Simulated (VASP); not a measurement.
**Be: relaxation of cell and atoms with LDA**

Be:

```
Be
1.0
     1.70784    0.00000    0.00000
     0.00000    1.70784    0.00000
     0.00000    0.00000    1.70784
Be
1
Direct
  0.00000 0.00000 0.00000
```

| Item | Value |
| --- | --- |
| Program | VASP 6.6.1 |
| Task | relaxation of cell and atoms |
| Functional | LDA |
| Potentials or basis | VASP PAW LDA potentials, release 64 (Be) |
| Cutoff | 600 eV |
| k mesh | 22 × 22 × 22 |
| Occupations | fermi-dirac, width 0.05 eV |
| Spin | no spin polarisation |
| Target pressure | 160 GPa |
| Dipole correction | no |
| Further INCAR settings | ALGO = Normal; EDIFF = 1e-07; IBRION = 2; EDIFFG = -0.005; NSW = 32; ISIF = 3 |

```
Relaxed volume                                         : 5.00 Å³/atom
Relaxed cell                                           : a = 1.710 Å, b = 1.710 Å, c = 1.710 Å, α = 90.00°, β = 90.00°, γ = 90.00°
Space group after relaxing (to 0.05 Å)                 : Pm-3m (No. 221)
Energy change on relaxing (the enthalpy is what falls) : -16.8 meV/atom
Ionic steps                                            : 3
Pressure after relaxing                                : 160.0 GPa
Band gap on the k mesh                                 : zero (band 1 reaches 20.13 eV, above the bottom of band 2 at 11.69 eV)
```

The path:
| step | energy change (eV) | largest force (eV/Å) | pressure (GPa) | volume (Å³) |
| --- | --- | --- | --- | --- |
| 1 | 0.0000 | 0.0000 | 161.48 | 4.98 |
| 2 | -0.0333 | 0.0000 | 158.54 | 5.01 |
| 3 | -0.0168 | 0.0000 | 160.00 | 5.00 |

Final structure:
```
CELL_PARAMETERS angstrom
1.70975 0.00000 0.00000
0.00000 1.70975 0.00000
0.00000 0.00000 1.70975
ATOMIC_POSITIONS crystal
Be 0.00000 0.00000 0.00000
```

Levels at points of the mesh, in eV from the Fermi level:
| k point | band 1 | band 2 | band 3 | band 4 |
| --- | --- | --- | --- | --- |
| (0.00, 0.00, 0.00) | -14.55 | 21.52 | 21.52 | 21.52 |
| (0.50, 0.00, 0.00) | -9.70 | -0.45 | 28.41 | 28.41 |
| (0.50, 0.50, 0.00) | -0.37 | -0.37 | 7.44 | 15.91 |
| (0.50, 0.50, 0.50) | 7.99 | 7.99 | 7.99 | 18.38 |

It took 3.2 s on 1 thread of Intel(R) Xeon(R) 6975P-C (Granite Rapids) (shared host), peak memory 0.11 GiB.

Caveat: the cell is relaxed towards a set pressure, so the enthalpy falls and the energy may rise.
